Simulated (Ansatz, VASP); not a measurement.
BN: VASP beside Ansatz

```
CELL_PARAMETERS angstrom
2.60709 0.00000 0.00000
-1.30355 2.25781 0.00000
0.00000 0.00000 6.48488
ATOMIC_POSITIONS crystal
B 0.33333 0.66667 0.25000
B 0.66667 0.33333 0.75000
N 0.33333 0.66667 0.75000
N 0.66667 0.33333 0.25000
```

Alike in both runs: task single point; functional LDA; k mesh 12 × 12 × 4; occupations gaussian, width 0.05 eV; no spin polarisation.

|  | VASP | Ansatz |
| --- | --- | --- |
| version | VASP 6.6.1 | Ansatz 0.2.0 |
| potentials or method | VASP PAW LDA potentials, release 64 (B, N), cutoff 520 eV | scalar-relativistic, plane waves, PAW |
| valence electrons in the cell | 16 | 16 |

VASP gave:

```
gap on the k mesh at the Fermi level (eV) : 3.81
least direct gap on the mesh (eV)         : 4.12
```

Problem. What did Ansatz give for the same quantities?

Solution. gap on the k mesh at the Fermi level (eV): 3.82; least direct gap on the mesh (eV): 4.12.

Ansatz warns that its potentials were made for another functional, while VASP's fit it. LDA's correlation is that of Perdew and Zunger in VASP and of Perdew and Wang (1992) in Ansatz.
